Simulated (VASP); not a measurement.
A run of VASP 6.6.1 is set up as follows.

File INCAR:

```
SYSTEM = Mg
AGGAC = 1.0
AGGAX = 1.0
ALDAC = 0.0
ALDAX = 1.0
ALGO = Normal
EDIFF = 1E-7
ENCUT = 520
GGA = B5
ISIF = 2
ISMEAR = -1
IVDW = 13
LASPH = .True.
LCHARG = .True.
LELF = .True.
LREAL = .False.
LVHAR = .True.
LWAVE = .False.
NBANDS = 10
NELM = 100
PREC = Accurate
SIGMA = 0.05
VDW_A1 = 0.44488865
VDW_A2 = 4.0933009
VDW_S6 = 1.0
VDW_S8 = 2.34076671
```

Contents of KPOINTS:

```
k-points
0
Gamma
  7 7 7
  0 0 0
```

File POSCAR:

```
Mg
1.0
    0.0000000000      3.4579365763      3.4579365763
    3.4579365763      0.0000000000      3.4579365763
    3.4579365763      3.4579365763      0.0000000000
Mg
3
Direct
    0.0000000000      0.0000000000      0.0000000000
    0.2500000000      0.2500000000      0.2500000000
    0.7500000000      0.7500000000      0.7500000000
```

Potentials or basis: VASP PAW PBE potentials, release 64 (Mg).

Command:

```console
$ cat potpaw_PBE.64/Mg/POTCAR > POTCAR
$ mpirun -np 1 vasp_std > vasp.out
```

Task: Predict the pressure.

Result: 0.0 GPa.

Task: Estimate the band gap on the k mesh.

Result: Zero (band 3 reaches 4.20 eV, above the bottom of band 4 at 1.19 eV).

Task: Estimate the dispersion energy per atom.

Result: -0.250 eV.

Caveat: the PAW data sets were made with another functional, which shifts forces and pressure a little; pairwise dispersion overbinds metals, which lowers pressure and volume.
